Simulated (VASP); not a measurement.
# Ta in VASP: further runs

Ta is run at these levels: PBE+D3(BJ); tasks: single point.

Program: VASP 6.6.1. These are calculated values, not measurements. Logs are shortened: lines on timing, memory, paths and dates and some standing lists are left out, and cuts for length are marked.

## (1) The cell of the first run

The cell holds a slab with vacuum, 12 atoms: a = 5.690 Å, b = 5.690 Å, c = 24.836 Å, α = 90.00°, β = 90.00°, γ = 109.47°.

## (2) Single point, PBE+D3(BJ)

Input file INCAR:

```
SYSTEM = Ta
PREC = Accurate ; ENCUT = 520
EDIFF = 1E-6 ; ISMEAR = 0
SIGMA = 0.1 ; LREAL = .FALSE.
LASPH = .TRUE. ; NELM = 60
ALGO = Normal ; ISIF = 2
LWAVE = .FALSE. ; LCHARG = .TRUE.
LDIPOL = .TRUE. ; IDIPOL = 3
DIPOL = 0.5 0.5 0.414 ; GGA = PE
IVDW = 12 ; LELF = .TRUE.
LVHAR = .TRUE. ; LVACPOTAV = .TRUE.
NBANDS = 78
```

Input file KPOINTS:

```
regular mesh
0
G
  4 4 1
  0 0 0
```

Input file POSCAR:

```
Ta
1.0
    5.6896945747      0.0000000000      0.0000000000
   -1.8965648582      5.3642954889      0.0000000000
    0.0000000000      0.0000000000     24.8364161668
Ta
12
Direct
    0.2500000000      0.2500000000      0.3221076643
    0.2500000000      0.7500000000      0.3221076643
    0.7500000000      0.2500000000      0.3221076643
    0.7500000000      0.7500000000      0.3221076643
    0.5000232529      0.5012750197      0.4134186546
    0.4990786354      0.0010071026      0.4133018522
   -0.0007317651      0.4988071496      0.4130832460
   -0.0020306840     -0.0008385997      0.4113102687
    0.7713312054      0.7732689171      0.5075130180
    0.7301931702      0.2603976293      0.5076925535
    0.2589352462      0.7484273180      0.5071044329
    0.2256003517      0.2297148949      0.5047808586
```

Potentials or basis: VASP PAW PBE potentials, release 64 (Ta_pv).

Command:

```
$ cat potpaw_PBE.64/Ta_pv/POTCAR > POTCAR
$ mpirun -np 1 vasp_std > vasp.out
```

OUTCAR:

```text
SYSTEM = Ta
   PREC = Accurate
   ENCUT = 520
   EDIFF = 1E-6
   ISMEAR = 0
   LREAL = .FALSE.
   LASPH = .TRUE.
   NELM = 60
   ISIF = 2
   GGA = PE
   IVDW = 12
 IVDW          = 12

 ion  position               nearest neighbor table
   1  0.250  0.250  0.322-   8 2.76   5 2.80   3 2.84   3 2.84   2 2.84   2 2.84   6 3.24   7 3.24
                             4 3.28   4 3.28
   2  0.250  0.750  0.322-   7 2.80   6 2.80   4 2.84   4 2.84   1 2.84   1 2.84   8 3.21   5 3.24
                             3 3.28   3 3.28
   3  0.750  0.250  0.322-   7 2.79   6 2.80   1 2.84   1 2.84   4 2.84   4 2.84   8 3.21   5 3.25
                             2 3.28   2 3.28
   4  0.750  0.750  0.322-   8 2.75   5 2.80   2 2.84   2 2.84   3 2.84   3 2.84   7 3.24   6 3.25
                             1 3.28   1 3.28
   5  0.500  0.501  0.413-   4 2.80   1 2.80   7 2.84   6 2.84   6 2.85   7 2.85  12 2.89   9 2.94
                            10 3.21   2 3.24  11 3.25   3 3.25   8 3.27   8 3.30
   6  0.499  0.001  0.413-   3 2.80   2 2.80  11 2.84   8 2.84   5 2.84   5 2.85  10 2.85   8 2.85
                             1 3.24   4 3.25  12 3.26   7 3.28   7 3.29   9 3.30
   7  0.999  0.499  0.413-   3 2.79   2 2.80   8 2.84   5 2.84   5 2.85   8 2.85  11 2.87  10 2.88
                             1 3.24  12 3.24   4 3.24   6 3.28   6 3.29   9 3.31
   8  0.998  0.999  0.411-   4 2.75   1 2.76  12 2.77   9 2.81   7 2.84   6 2.84   6 2.85   7 2.85
                             3 3.21   2 3.21   5 3.27   5 3.30  11 3.36  10 3.43
   9  0.771  0.773  0.508-   8 2.81  11 2.82  10 2.85  10 2.86  11 2.87   5 2.94  12 2.99   6 3.30
                             7 3.31  12 3.58
  10  0.730  0.260  0.508-  12 2.82   6 2.85   9 2.85   9 2.86  12 2.88   7 2.88   5 3.21  11 3.24
                            11 3.35   8 3.43
  11  0.259  0.748  0.507-  12 2.81   9 2.82   6 2.84   9 2.87   7 2.87  12 2.89  10 3.24   5 3.25
                            10 3.35   8 3.36
  12  0.226  0.230  0.505-   8 2.77  11 2.81  10 2.82  10 2.88   5 2.89  11 2.89   9 2.99   7 3.24
                             6 3.26   9 3.58

  LATTYP: Found a base centered orthorhombic cell.
 ALAT       =     6.5698933887
 B/A-ratio  =     1.4142135624
 C/A-ratio  =     3.7803377768

  Lattice vectors:

 A1 = (   5.6896945747,   0.0000000000,   0.0000000000)
 A2 = (  -1.8965648582,   5.3642954889,   0.0000000000)
 A3 = (   0.0000000000,   0.0000000000,  24.8364161668)

Analysis of symmetry for initial positions (statically):
=====================================================================
 Subroutine PRICEL returns:
 Original cell was already a primitive cell.

 Routine SETGRP: Setting up the symmetry group for a
 base centered orthorhombic supercell.

 Subroutine GETGRP returns: Found  1 space group operations
 (whereof  1 operations were pure point group operations)
 out of a pool of  8 trial point group operations.

The static configuration has the point symmetry C_1 .

Analysis of symmetry for dynamics (positions and initial velocities):
=====================================================================
 Subroutine PRICEL returns:
 Original cell was already a primitive cell.

 Routine SETGRP: Setting up the symmetry group for a
 base centered orthorhombic supercell.

 Subroutine GETGRP returns: Found  1 space group operations
 (whereof  1 operations were pure point group operations)
 out of a pool of  8 trial point group operations.

The dynamic configuration has the point symmetry C_1 .

 Subroutine INISYM returns: Found  1 space group operations
 (whereof  1 operations are pure point group operations),
 and found     1 'primitive' translations

----------------------------------------------------------------------------------------

                                     Primitive cell

  volume of cell :     758.0373

  direct lattice vectors                    reciprocal lattice vectors
     5.689694575  0.000000000  0.000000000     0.175756359  0.062139257  0.000000000
    -1.896564858  5.364295489  0.000000000     0.000000000  0.186417770  0.000000000
     0.000000000  0.000000000 24.836416167     0.000000000  0.000000000  0.040263458

  length of vectors
     5.689694575  5.689694575 24.836416167     0.186417770  0.186417770  0.040263458

  position of ions in fractional coordinates (direct lattice)
     0.250000000  0.250000000  0.322107664
     0.250000000  0.750000000  0.322107664
     0.750000000  0.250000000  0.322107664
     0.750000000  0.750000000  0.322107664
     0.500023253  0.501275020  0.413418655
[... 45 lines left out ...]
 ===========================================

 Found     10 irreducible k-points:

 Following reciprocal coordinates:
            Coordinates               Weight
  0.000000  0.000000  0.000000      1.000000
  0.250000 -0.000000  0.000000      2.000000
  0.000000  0.250000  0.000000      2.000000
  0.500000 -0.000000  0.000000      1.000000
  0.000000  0.500000  0.000000      1.000000
  0.250000  0.250000  0.000000      2.000000
  0.500000  0.250000  0.000000      2.000000
  0.250000  0.500000  0.000000      2.000000
 -0.250000  0.250000  0.000000      2.000000
  0.500000  0.500000  0.000000      1.000000
   k-points           NKPTS =     10   k-points in BZ     NKDIM =     10   number of bands    NBANDS=     78
   number of dos      NEDOS =    301   number of ions     NIONS =     12
   total plane-waves  NPLWV = 338688
   dimension x,y,z NGX =    42 NGY =   42 NGZ =  192
   dimension x,y,z NGXF=    84 NGYF=   84 NGZF=  384
   ions per type =              12
   NGX,Y,Z   is equivalent  to a cutoff of  12.27, 12.27, 12.85 a.u.
   NGXF,Y,Z  is equivalent  to a cutoff of  24.54, 24.54, 25.70 a.u.
 SYSTEM =  Ta
   PREC   = accura    normal or accurate (medium, high low for compatibility)
   ISTART =      0    job   : 0-new  1-cont  2-samecut
   ICHARG =      2    charge: 1-file 2-atom 10-const
   ISPIN  =      1    spin polarized calculation?
   LNONCOLLINEAR =      F non collinear calculations
   LSORBIT =      F    spin-orbit coupling
   LASPH  =      T    aspherical Exc in radial PAW
   ENCUT  =  520.0 eV  38.22 Ry    6.18 a.u.  10.58 10.58 46.18*2*pi/ulx,y,z
   NELM   =     60;   NELMIN=  2; NELMDL= -5     # of ELM steps
   EDIFF  = 0.1E-05   stopping-criterion for ELM
   LREAL  =      F    real-space projection
   EDIFFG = 0.1E-04   stopping-criterion for IOM
   NSW    =      0    number of steps for IOM
   IBRION =     -1    ionic relax: 0-MD 1-quasi-New 2-CG
   NFREE  =      0    steps in history (QN), initial steepest desc. (CG)
   ISIF   =      2    stress and relaxation
   ISYM   =      2    0-nonsym 1-usesym 2-fastsym
   POTIM  = 0.5000    time-step for ionic-motion
   TEBEG  =    0.0;   TEEND  =   0.0 temperature during run
   PSTRESS=    0.0 pullay stress
   NELECT =     132.0000    total number of electrons
   NUPDOWN=      -1.0000    fix difference up-down
   EMIN   =  10.00;   EMAX   =-10.00  energy-range for DOS
   EFERMI =   0.00;   METHOD = LEGACY
   ISMEAR =     0;   SIGMA  =   0.10  broadening in eV -4-tet -1-fermi 0-gaus
   EFERMI_NEDOS =   21; number of points for ismear=-14 and -15
   IALGO  =     38    algorithm
   IMIX   =      4    mixing-type and parameters
     AMIX     =   0.40;   BMIX     =  1.00
     AMIX_MAG =   1.60;   BMIX_MAG =  1.00
  volume/ion in A,a.u.               =      63.17       426.29
  Fermi-wavevector in a.u.,A,eV,Ry     =   0.914189  1.727567 11.370952  0.835741
  Thomas-Fermi vector in A             =   2.038787
   LORBIT       =      0    0 simple, 1 ext, 2 COOP (PROOUT), +10 PAW based schemes
   GGA     = PE    functional components
   LHFCALC =     F    Hartree Fock is set to
   AEXX    =    0.0000 exact exchange contribution
   IVDW    =    12    specifies the selected vdW correction
   LEPSILON=     F    determine dielectric tensor
   LRPA    =     F    only Hartree local field effects (RPA)
 non-spin polarized calculation
 Gauss-broadening in eV      SIGMA  =   0.10
  energy-cutoff  :      520.00
  volume of cell :      758.04
 maximum number of plane-waves:     20452
   NGX = 21   NGY = 21   NGZ = 93

 dipolmoment           0.000000      0.000000     -0.015408 electrons x Angstroem

 number of electron     132.0000020 magnetization

 dipolmoment           0.000000      0.000000      0.010603 electrons x Angstroem

 Free energy of the ion-electron system (eV)
  ---------------------------------------------------
  ext. energy  EPLUGINS =         0.00000000
  ---------------------------------------------------
  free energy    TOTEN  =      -132.62798066 eV

  energy without entropy =     -132.54538175  energy(sigma->0) =     -132.58668121

 E-fermi :  -1.6412     XC(G=0):  -4.4375

 val. band max:       -1.6443481976   @ k =   0.2500  -0.0000   0.0000
 cond. band min:      -1.6342566005   @ k =   0.5000   0.5000   0.0000
 fundamental gap:      0.0100915971
 Fermi energy:        -1.6412055061

 k-point     1 :       0.0000    0.0000    0.0000
  band No.  band energies     occupation
      1     -36.2381      2.00000
      2     -36.2095      2.00000
      3     -36.1971      2.00000
      4     -36.1367      2.00000
      5     -36.1290      2.00000
      6     -36.1018      2.00000
[... 799 lines left out ...]
     77       0.0854      0.00000
     78       0.1098      0.00000

------------------------ aborting loop because EDIFF is reached ----------------------------------------

 Edisp (eV)   -5.10528

 E8    (eV) :    -2.7922

  FORCE on cell =-STRESS in cart. coord.  units (eV):
  Direction    XX          YY          ZZ          XY          YZ          ZX
  --------------------------------------------------------------------------------------
  -------------------------------------------------------------------------------------
  Total     -13.80952   -13.00149    -2.63607     1.09577    -0.22410     0.37479
  in kB     -29.18761   -27.47978    -5.57155     2.31600    -0.47366     0.79216
  external pressure =      -20.75 kB  Pullay stress =        0.00 kB

 VOLUME and BASIS-vectors are now :
 -----------------------------------------------------------------------------
  energy-cutoff  :      520.00
  volume of cell :      758.04
      direct lattice vectors                 reciprocal lattice vectors
     5.689694575  0.000000000  0.000000000     0.175756359  0.062139257  0.000000000
    -1.896564858  5.364295489  0.000000000     0.000000000  0.186417770  0.000000000
     0.000000000  0.000000000 24.836416167     0.000000000  0.000000000  0.040263458

 POSITION                                       TOTAL-FORCE (eV/Angst)
 -----------------------------------------------------------------------------------
      0.94828      1.34107      8.00000        -0.062192      0.008742     -0.124721
      0.00000      4.02322      8.00000         0.129374     -0.086559     -0.052888
      3.79313      1.34107      8.00000        -0.093100      0.031956     -0.050583
      2.84485      4.02322      8.00000        -0.023293      0.029425     -0.050445
      1.89428      2.68899     10.26784         0.008747     -0.010739      0.404964
      2.83769      0.00540     10.26494        -0.054914      0.001500      0.291981
      4.73951      2.67575     10.25951        -0.075831      0.135460      0.463396
      3.78317      5.35980     10.21547         0.053571     -0.010644      0.460364
      2.92208      4.14804     12.60480        -0.253448     -0.375106     -0.458405
      3.66072      1.39685     12.60926         0.332908     -0.127351     -0.546048
      0.05382      4.01479     12.59466        -0.136446     -0.022849     -0.357810
      0.84793      1.23226     12.53695         0.174623      0.426165      0.020196
 -----------------------------------------------------------------------------------
    total drift:                                0.000828     -0.000165      0.000763

  FREE ENERGIE OF THE ION-ELECTRON SYSTEM (eV)
  ---------------------------------------------------
  free  energy   TOTEN  =      -137.7332652574 eV

  energy  without entropy=     -137.6506663492  energy(sigma->0) =     -137.69196580

 vacuum level on the upper side and lower side of the slab         3.143         3.080
```

Run time: 31 min. Hardware: 1 thread of Intel Xeon Platinum 8259CL at 2.50GHz (Skylake/Cascade Lake), shared host; peak memory 0.87 GiB.

What came out:

```
Free energy                : -137.7333 eV
Largest force              : 0.652 eV/Å
Band gap on the k mesh     : zero (bands 66 and 67 overlap by 0.89 eV)
Dispersion energy per atom : -0.425 eV
```

Forces in eV/Å, atoms in the order of the input:
```
Ta  -0.062  0.009 -0.125
Ta   0.129 -0.087 -0.053
Ta  -0.093  0.032 -0.051
Ta  -0.023  0.029 -0.050
Ta   0.009 -0.011  0.405
Ta  -0.055  0.002  0.292
Ta  -0.076  0.135  0.463
Ta   0.054 -0.011  0.460
Ta  -0.253 -0.375 -0.458
Ta   0.333 -0.127 -0.546
Ta  -0.136 -0.023 -0.358
Ta   0.175  0.426  0.020
```

Caveat: spin-orbit coupling is left out, which moves the levels of the heavy elements.

(Part 1 of 2 ends here.)

The gap in the log of VASP goes by the Fermi energy; the results here count the filled bands.